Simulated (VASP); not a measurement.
Wanted: the native input for a VASP 6.6.1 run.

```yaml
Task: relaxation of cell and atoms
Functional: PBE
Potentials_or_basis: VASP PAW PBE potentials, release 64 (Ga_d, P)
Cutoff: 600 eV
k_mesh: 6 × 6 × 4
Occupations: gaussian, width 0.1 eV
Spin: no spin polarisation
Dipole_correction: no
Further_INCAR_settings: ALGO = Normal; EDIFF = 1e-06; IBRION = 2; EDIFFG = -0.04; NSW = 90; ISIF = 3
```

The structure of GaP2 lies in POSCAR:

```
GaP2
1.0
    3.6210139291      0.0000000000      0.0000000000
    0.0000000000      3.6210139291      0.0000000000
    0.0000000000      0.0000000000      4.0728559473
Ga P
1 2
Direct
    0.0000000000      0.0000000000      0.0000000000
    0.5000000000      0.0000000000      0.5638228442
    0.0000000000      0.5000000000      0.4361771558
```

One way to write it, as run:

INCAR

```
PREC = Accurate
ENCUT = 600
EDIFF = 1E-6
ISMEAR = 0
SIGMA = 0.1
LREAL = F
LASPH = T
NELM = 60
ALGO = Normal
ISIF = 3
LWAVE = F
LCHARG = F
GGA = PE
IBRION = 2
NSW = 90
EDIFFG = -0.04
```

KPOINTS

```
regular mesh
0
Gamma
  6 6 4
```

Potentials or basis: VASP PAW PBE potentials, release 64 (Ga_d, P).

The run is started by

```bash
$ cat potpaw_PBE.64/Ga_d/POTCAR potpaw_PBE.64/P/POTCAR > POTCAR
$ mpirun -np 1 vasp_std > vasp.out
```

It gave:

* Relaxed volume: 17.99 Å³/atom
* Relaxed cell: a = 3.641 Å, b = 3.641 Å, c = 4.071 Å, α = 90.00°, β = 90.00°, γ = 90.00°
* Space group after relaxing (to 0.05 Å): P-4m2 (No. 115)
* Energy gained by relaxing: 1.0 meV/atom
* Ionic steps: 5
* Pressure after relaxing: 0.0 GPa

Caveat: the k points lie up to 0.39 Å⁻¹ apart in the final cell.

Wall time 34 s on 1 thread of Intel(R) Xeon(R) 6975P-C (Granite Rapids), on a shared host, peak memory 0.19 GiB.
